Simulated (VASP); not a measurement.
A run of VASP 6.6.1:

POSCAR

```
SiO2
1.0
    4.1854060762      0.0000000000      0.0000000000
    0.0000000000      4.1854060762      0.0000000000
    0.0000000000      0.0000000000      2.6687449733
Si O
2 4
Direct
    0.5000000000      0.5000000000      0.5281030974
    0.0000000000      0.0000000000      0.0281030974
    0.6938852014      0.6938852014     -0.0246664008
    0.1938852014      0.8061147986      0.4753335992
    0.3061147986      0.3061147986     -0.0246664008
    0.8061147986      0.1938852014      0.4753335992
```

INCAR.step1

```
ALGO = Normal
EDIFF = 1E-4
ENCUT = 520
GGA = PE
ISMEAR = 0
LASPH = T
LCHARG = F
LREAL = F
LWAVE = T
NBANDS = 25
NELM = 80
PREC = Accurate
SIGMA = 0.05
```

INCAR.step2

```
ALGO = Normal
EDIFF = 1E-7
ENCUT = 520
ISIF = 2
ISMEAR = 0
ISTART = 1
LASPH = T
LCHARG = T
LELF = T
LMIXTAU = T
LREAL = F
LVHAR = T
LWAVE = F
METAGGA = R2SCAN
NBANDS = 25
NELM = 80
PREC = Accurate
SIGMA = 0.05
```

The input KPOINTS:

```
k-points
0
Gamma
  6 6 8
```

Potentials or basis: VASP PAW PBE potentials, release 64 (Si, O).

Command:

```console
$ cat potpaw_PBE.64/Si/POTCAR potpaw_PBE.64/O/POTCAR > POTCAR
$ cp INCAR.step1 INCAR
$ mpirun -np 1 vasp_std > vasp.out
$ cp INCAR.step2 INCAR
$ mpirun -np 1 vasp_std > vasp.out
```

Hardware: 1 thread of Intel(R) Xeon(R) Platinum 8488C (Sapphire Rapids) (shared host).

Question: Estimate the wall time of this run.

Answer: It took 74 s on 1 thread of Intel(R) Xeon(R) Platinum 8488C (Sapphire Rapids), on a shared host, peak memory 0.18 GiB. Counts: k points 50.
